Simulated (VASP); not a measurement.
# LiH (Fm-3m) in VASP: elastic constants with PBEsol

Aim: the elastic constants of LiH with PBEsol.

All numbers are computed with VASP 6.6.1; they aren't measurements. Logs are shortened: lines on timing, memory, paths and dates and some standing lists are left out, and cuts for length are marked.

### 1 The cell of the first run

Symmetry: Fm-3m, No. 225, cubic system. The conventional cell has a = 3.980 Å, b = 3.980 Å, c = 3.980 Å, α = 90.00°, β = 90.00°, γ = 90.00°. Li (site symmetry m-3m) has 6 H at 1.99 Å within 2.6 Å. H (site symmetry m-3m) has 6 Li at 1.99 Å within 2.6 Å.

### 2 Elastic constants, PBEsol

The input, INCAR:

```
ALGO = Normal ; EDIFF = 1E-8
ENCUT = 600 ; GGA = PS
IBRION = 6 ; ISIF = 3
ISMEAR = 0 ; LASPH = T
LCHARG = T ; LREAL = F
LWAVE = F ; NBANDS = 9
NELM = 80 ; NFREE = 2
NSW = 1 ; POTIM = 0.015
PREC = Accurate ; SIGMA = 0.05
```

The input, KPOINTS:

```
k-points
0
Gamma
  14 14 14
```

The input, POSCAR:

```
LiH
1.0
    0.0000000000      1.9899638738      1.9899638738
    1.9899638738      0.0000000000      1.9899638738
    1.9899638738      1.9899638738      0.0000000000
Li H
1 1
Direct
    0.0000000000      0.0000000000      0.0000000000
    0.5000000000      0.5000000000      0.5000000000
```

Potentials or basis: VASP PAW PBE potentials, release 64 (Li_sv, H).

On the command line:

```console
$ cat potpaw_PBE.64/Li_sv/POTCAR potpaw_PBE.64/H/POTCAR > POTCAR
$ mpirun -np 1 vasp_std > vasp.out
```

OUTCAR:

```text
EDIFF = 1E-8
   ENCUT = 600
   GGA = PS
   IBRION = 6
   ISIF = 3
   ISMEAR = 0
   LASPH = T
   LREAL = F
   NELM = 80
   NFREE = 2
   NSW = 1
   POTIM = 0.015
   PREC = Accurate

 ion  position               nearest neighbor table
   1  0.000  0.000  0.000-
   2  0.500  0.500  0.500-

  LATTYP: Found a face centered cubic cell.
 ALAT       =     3.9799277476

  Lattice vectors:

 A1 = (   0.0000000000,   1.9899638738,   1.9899638738)
 A2 = (   1.9899638738,   0.0000000000,   1.9899638738)
 A3 = (   1.9899638738,   1.9899638738,   0.0000000000)

Analysis of symmetry for initial positions (statically):
=====================================================================
 Subroutine PRICEL returns:
 Original cell was already a primitive cell.

 Routine SETGRP: Setting up the symmetry group for a
 face centered cubic supercell.

 Subroutine GETGRP returns: Found 48 space group operations
 (whereof 48 operations were pure point group operations)
 out of a pool of 48 trial point group operations.

The static configuration has the point symmetry O_h .

Analysis of symmetry for dynamics (positions and initial velocities):
=====================================================================
 Subroutine PRICEL returns:
 Original cell was already a primitive cell.

 Routine SETGRP: Setting up the symmetry group for a
 face centered cubic supercell.

 Subroutine GETGRP returns: Found 48 space group operations
 (whereof 48 operations were pure point group operations)
 out of a pool of 48 trial point group operations.

The dynamic configuration has the point symmetry O_h .

 Subroutine INISYM returns: Found 48 space group operations
 (whereof 48 operations are pure point group operations),
 and found     1 'primitive' translations

----------------------------------------------------------------------------------------

                                     Primitive cell

  volume of cell :      15.7603

  direct lattice vectors                    reciprocal lattice vectors
     0.000000000  1.989963874  1.989963874    -0.251260843  0.251260843  0.251260843
     1.989963874  0.000000000  1.989963874     0.251260843 -0.251260843  0.251260843
     1.989963874  1.989963874  0.000000000     0.251260843  0.251260843 -0.251260843

  length of vectors
     2.814233899  2.814233899  2.814233899     0.435196546  0.435196546  0.435196546

  position of ions in fractional coordinates (direct lattice)
     0.000000000  0.000000000  0.000000000
     0.500000000  0.500000000  0.500000000

  ion indices of the primitive-cell ions
   primitive index   ion index
                 1           1
                 2           2

----------------------------------------------------------------------------------------

 KPOINTS: k-points

Automatic generation of k-mesh.
 Grid dimensions read from file:
 generate k-points for:   14   14   14

 Generating k-lattice:

  Cartesian coordinates                     Fractional coordinates (reciprocal lattice)
    -0.017947203  0.017947203  0.017947203     0.071428571  0.000000000  0.000000000
     0.017947203 -0.017947203  0.017947203     0.000000000  0.071428571  0.000000000
[... 108 lines left out ...]

------------------------ aborting loop because EDIFF is reached ----------------------------------------

  FORCE on cell =-STRESS in cart. coord.  units (eV):
  Direction    XX          YY          ZZ          XY          YZ          ZX
  --------------------------------------------------------------------------------------
  -------------------------------------------------------------------------------------
  Total       -0.0145166     -0.0145166     -0.0145166      0.0000000      0.0000000      0.0000000
  in kB       -1.4757438     -1.4757438     -1.4757438      0.0000000      0.0000000      0.0000000
  external PRESSURE =      -1.4757438 kB  Pullay stress =       0.0000000 kB
[... 89 lines left out ...]
  FREE ENERGIE OF THE ION-ELECTRON SYSTEM (eV)
  ---------------------------------------------------
  free  energy   TOTEN  =        -6.1205338078 eV

  energy  without entropy=       -6.1205338078  energy(sigma->0) =       -6.12053381

[... ionic steps 4 to 14 ...]

--------------------------------------- Ionic step       15  -------------------------------------------

 number of electron       3.9999998 magnetization

------------------------ aborting loop because EDIFF is reached ----------------------------------------
[... 67 lines left out ...]
--------------------------------------- Ionic step       17  -------------------------------------------

 number of electron       3.9999997 magnetization

 Free energy of the ion-electron system (eV)
  ---------------------------------------------------
  ext. energy  EPLUGINS =         0.00000000
  ---------------------------------------------------
  free energy    TOTEN  =        -6.12122307 eV

  energy without entropy =       -6.12122307  energy(sigma->0) =       -6.12122307

 E-fermi :   0.5913     XC(G=0):  -8.6813

 val. band max:        0.2582403384   @ k =   0.5000   0.5000   0.0000
 cond. band min:       2.9867049600   @ k =   0.5000   0.5000   0.0000
 fundamental gap:      2.7284646216
 Fermi energy:         0.5912697438

 k-point     1 :       0.0000    0.0000    0.0000
  band No.  band energies     occupation
      1     -43.4233      2.00000
      2      -5.3670      2.00000
      3      16.6252      0.00000
      4      18.2011      0.00000
      5      18.2011      0.00000
      6      18.2084      0.00000
      7      22.8566      0.00000
      8      22.8566      0.00000
      9      22.8577      0.00000
[... 265 lines left out ...]
 k-point    24 :       0.2857    0.1429    0.0000
  band No.  band energies     occupation
      1     -43.3913      2.00000
      2      -4.0273      2.00000
      3      10.3263      0.00000
      4      13.4450      0.00000
      5      14.2766      0.00000
      6      17.9784      0.00000
      7      20.3013      0.00000
      8      24.2264      0.00000
      9      26.4526      0.00000

 [... further k-points ...]

------------------------ aborting loop because EDIFF is reached ----------------------------------------

  FORCE on cell =-STRESS in cart. coord.  units (eV):
  Direction    XX          YY          ZZ          XY          YZ          ZX
  --------------------------------------------------------------------------------------
  -------------------------------------------------------------------------------------
  Total       -0.0126836     -0.0148833     -0.0148833      0.0000000      0.0000000      0.0000000
  in kB       -1.2894015     -1.5130189     -1.5130189      0.0000000      0.0000000      0.0000000
  external PRESSURE =      -1.4384798 kB  Pullay stress =       0.0000000 kB
[... 17 lines left out ...]
  FREE ENERGIE OF THE ION-ELECTRON SYSTEM (eV)
  ---------------------------------------------------
  free  energy   TOTEN  =        -6.1212230711 eV

  energy  without entropy=       -6.1212230711  energy(sigma->0) =       -6.12122307

 INTERNAL STRAIN TENSORS FROM STRAINED CELLS
 ============================================

 INTERNAL STRAIN TENSOR FOR ION    1 for displacements in x,y,z  (eV/Angst):
          X           Y           Z          XY          YZ          ZX
  --------------------------------------------------------------------------------
  x     0.00000    -0.00000    -0.00000     0.00000     0.00000     0.00000
  y     0.00000    -0.00000     0.00000     0.00000     0.00000     0.00000
  z     0.00000    -0.00000    -0.00000     0.00000     0.00000     0.00000

 INTERNAL STRAIN TENSORS FROM DISPLACED ATOMS
 ============================================

 INTERNAL STRAIN TENSOR FOR ION    1 for displacements in x,y,z  (eV/Angst):
          X           Y           Z          XY          YZ          ZX
  --------------------------------------------------------------------------------
  x     0.00000     0.00000     0.00000     0.00000     0.00000     0.00000
  y     0.00000     0.00000     0.00000     0.00000     0.00000     0.00000
  z     0.00000     0.00000     0.00000     0.00000     0.00000     0.00000

 INTERNAL STRAIN TENSOR FOR ION    2 for displacements in x,y,z  (eV/Angst):
          X           Y           Z          XY          YZ          ZX
  --------------------------------------------------------------------------------
  x     0.00000     0.00000     0.00000     0.00000     0.00000     0.00000
  y     0.00000     0.00000     0.00000     0.00000     0.00000     0.00000
  z     0.00000     0.00000     0.00000     0.00000     0.00000     0.00000

 Eigenvectors and eigenvalues of the dynamical matrix
 ----------------------------------------------------

   1 f  =   18.784316 THz   118.025341 2PiTHz  626.577353 cm-1    77.685656 meV
             X         Y         Z           dx          dy          dz
      0.000000  0.000000  0.000000     0.327262    0.130515    0.000000
      1.989964  1.989964  1.989964    -0.869296   -0.346683   -0.000000
[... 21 lines left out ...]
   6 f/i=    0.020188 THz     0.126842 2PiTHz    0.673385 cm-1     0.083489 meV
             X         Y         Z           dx          dy          dz
      0.000000  0.000000  0.000000    -0.040851    0.901596   -0.247631
      1.989964  1.989964  1.989964    -0.015379    0.339422   -0.093225

--------------------------------------------------------------------------------------------------------

 ELASTIC MODULI CONTR FROM IONIC RELAXATION (kBar)
 Direction    XX          YY          ZZ          XY          YZ          ZX
 --------------------------------------------------------------------------------
 XX           0.0000      0.0000      0.0000      0.0000      0.0000      0.0000
 YY           0.0000      0.0000      0.0000      0.0000      0.0000      0.0000
 ZZ           0.0000      0.0000      0.0000      0.0000      0.0000      0.0000
 XY           0.0000      0.0000      0.0000      0.0000      0.0000      0.0000
 YZ           0.0000      0.0000      0.0000      0.0000      0.0000      0.0000
 ZX           0.0000      0.0000      0.0000      0.0000      0.0000      0.0000
 --------------------------------------------------------------------------------

 TOTAL ELASTIC MODULI (kBar)
 Direction    XX          YY          ZZ          XY          YZ          ZX
 --------------------------------------------------------------------------------
 XX         907.3535     98.2453     98.2453      0.0000     -0.0000      0.0000
 YY          98.2453    907.3535     98.2453     -0.0000     -0.0000      0.0000
 ZZ          98.2453     98.2453    907.3535     -0.0000     -0.0000      0.0000
 XY           0.0000     -0.0000     -0.0000    482.0601      0.0000     -0.0000
 YZ          -0.0000     -0.0000     -0.0000      0.0000    482.0601      0.0000
 ZX           0.0000      0.0000      0.0000     -0.0000      0.0000    482.0601
 --------------------------------------------------------------------------------
```

Run time: 3.2 min. Hardware: 1 thread of Intel Xeon 6975P-C (Granite Rapids), shared host; peak memory 0.32 GiB.

What came out:

* Elastic constants C11, C12, C44: 91, 10, 48 GPa
* Voigt bulk modulus: 37 GPa
* Highest phonon frequency at Γ, LO-TO splitting left out: 627 cm⁻¹

Phonon frequencies in cm⁻¹ (negative: imaginary):
| q point | frequencies |
| --- | --- |
| (0.000, 0.000, 0.000) | -1 -1 -1 627 627 627 |

Elastic tensor in Voigt notation (GPa, in the Cartesian axes of the cell as first typed):
```
91 10 10  0  0  0
10 91 10  0  0  0
10 10 91  0  0  0
 0  0  0 48  0  0
 0  0  0  0 48  0
 0  0  0  0  0 48
```

Clamped-ion elastic tensor (GPa):
```
91 10 10  0  0  0
10 91 10  0  0  0
10 10 91  0  0  0
 0  0  0 48  0  0
 0  0  0  0 48  0
 0  0  0  0  0 48
```

Caveat: the cutoff is under 1.25 times the usual one of these potentials, so pressure, stress and relaxed cells hold a basis-set (Pulay) error; the PAW data sets were made with another functional, which shifts forces and pressure a little.
